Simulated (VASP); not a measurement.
# Lu (Im-3m) in VASP: a series of runs, part 2 of 2

VASP 6.6.1. The steps go on from the part before.

## 3. Relaxation of cell and atoms, PBEsol

This run uses another cell than the first one, of 29.85 Å³/atom.

Contents of INCAR:

```
SYSTEM = Lu
PREC = Accurate
ENCUT = 600
EDIFF = 1E-7
ISMEAR = 0
SIGMA = 0.1
LREAL = .False.
LASPH = .True.
NELM = 80
ALGO = Normal
ISIF = 3
LWAVE = .False.
LCHARG = .False.
GGA = PS
IBRION = 2
NSW = 80
EDIFFG = -0.01
```

Contents of KPOINTS:

```
regular mesh
0
Gamma
  16 16 16
  0 0 0
```

Contents of POSCAR:

```
Lu
1.0
   -1.9541070000      1.9541070000      1.9541070000
    1.9541070000     -1.9541070000      1.9541070000
    1.9541070000      1.9541070000     -1.9541070000
Lu
1
Direct
    0.0000000000      0.0000000000      0.0000000000
```

Potentials or basis: VASP PAW PBE potentials, release 64 (Lu).

Launch:

```sh
$ cat potpaw_PBE.64/Lu/POTCAR > POTCAR
$ mpirun -np 1 vasp_std > vasp.out
```

OUTCAR:

```text
SYSTEM = Lu
   PREC = Accurate
   ENCUT = 600
   EDIFF = 1E-7
   ISMEAR = 0
   LREAL = .False.
   LASPH = .True.
   NELM = 80
   ISIF = 3
   GGA = PS
   IBRION = 2
   NSW = 80
   EDIFFG = -0.01

 ion  position               nearest neighbor table
   1  0.000  0.000  0.000-

  LATTYP: Found a body centered cubic cell.
 ALAT       =     3.9082140000

  Lattice vectors:

 A1 = (  -1.9541070000,   1.9541070000,   1.9541070000)
 A2 = (   1.9541070000,  -1.9541070000,   1.9541070000)
 A3 = (   1.9541070000,   1.9541070000,  -1.9541070000)

Analysis of symmetry for initial positions (statically):
=====================================================================
 Subroutine PRICEL returns:
 Original cell was already a primitive cell.

 Routine SETGRP: Setting up the symmetry group for a
 body centered cubic supercell.

 Subroutine GETGRP returns: Found 48 space group operations
 (whereof 48 operations were pure point group operations)
 out of a pool of 48 trial point group operations.

[... 167 lines left out ...]
  --------------------------------------------------------------------------------------
  -------------------------------------------------------------------------------------
  Total       -0.4918678     -0.4918678     -0.4918678      0.0000000      0.0000000      0.0000000
  in kB      -26.4030410    -26.4030410    -26.4030410      0.0000000      0.0000000      0.0000000
  external PRESSURE =     -26.4030410 kB  Pullay stress =       0.0000000 kB
[... 57 lines left out ...]
--------------------------------------- Ionic step        3  -------------------------------------------

 number of electron      25.0000003 magnetization

 Free energy of the ion-electron system (eV)
  ---------------------------------------------------
  ext. energy  EPLUGINS =         0.00000000
  ---------------------------------------------------
  free energy    TOTEN  =        -4.80456466 eV

  energy without entropy =       -4.79285554  energy(sigma->0) =       -4.79871010

 E-fermi :   2.3883     XC(G=0): -10.9691

 val. band max:        2.3872958775   @ k =   0.3125   0.2500   0.0625
 cond. band min:       2.3942144697   @ k =   0.3125   0.1250   0.1250
 fundamental gap:      0.0069185922
 Fermi energy:         2.3883357538

 k-point     1 :       0.0000    0.0000    0.0000
  band No.  band energies     occupation
      1     -53.9115      2.00000
      2     -24.2976      2.00000
      3     -24.2976      2.00000
      4     -24.2976      2.00000
      5      -3.8853      2.00000
      6      -2.6868      2.00000
[... 433 lines left out ...]
      3     -24.4816      2.00000
      4     -24.3457      2.00000
      5      -2.6611      2.00000
      6      -2.6582      2.00000
[... 8 lines left out ...]
     15       6.3818      0.00000
     16       7.5020      0.00000

 [... further k-points ...]

------------------------ aborting loop because EDIFF is reached ----------------------------------------

  FORCE on cell =-STRESS in cart. coord.  units (eV):
  Direction    XX          YY          ZZ          XY          YZ          ZX
  --------------------------------------------------------------------------------------
  -------------------------------------------------------------------------------------
  Total        0.0002314      0.0002314      0.0002314      0.0000000     -0.0000000      0.0000000
  in kB        0.0132314      0.0132314      0.0132314      0.0000000     -0.0000000      0.0000000
  external PRESSURE =       0.0132314 kB  Pullay stress =       0.0000000 kB
[... 16 lines left out ...]
  FREE ENERGIE OF THE ION-ELECTRON SYSTEM (eV)
  ---------------------------------------------------
  free  energy   TOTEN  =        -4.8045646590 eV

  energy  without entropy=       -4.7928555436  energy(sigma->0) =       -4.79871010

 reached required accuracy - stopping structural energy minimisation
```

Run time: 3.4 min. Hardware: 1 thread of Oxide Virtual Turin-like, shared host; peak memory 0.21 GiB.

Results:

```
Free energy                           : -4.8046 eV
Relaxed volume                        : 28.02 Å³/atom
Relaxed cell                          : a = 3.314 Å, b = 3.314 Å, c = 3.314 Å, α = 109.47°, β = 109.47°, γ = 109.47°
Space group after relaxing (to 0.1 Å) : Im-3m (No. 229)
Energy gained by relaxing             : 15.9 meV/atom
Ionic steps                           : 3
Pressure after relaxing               : 0.0 GPa
Band gap on the k mesh                : zero (an odd number of electrons rules out a gap without spin polarisation)
```

The path:
```
step  energy change (eV)  largest force (eV/Å)  pressure (GPa)  volume (Å³)
   1              0.0000                0.0000           -2.64        29.85
   2             -0.0156                0.0000            0.44        27.77
   3             -0.0159                0.0000            0.00        28.02
```

Final structure:
```xyz
1
Lattice="-1.9133 1.9133 1.9133 1.9133 -1.9133 1.9133 1.9133 1.9133 -1.9133" Properties=species:S:1:pos:R:3 pbc="T T T"
Lu    0.0000    0.0000    0.0000
```

Caveat: the PAW data sets were made with another functional, which shifts forces and pressure a little; spin-orbit coupling is left out, which moves the levels of the heavy elements.
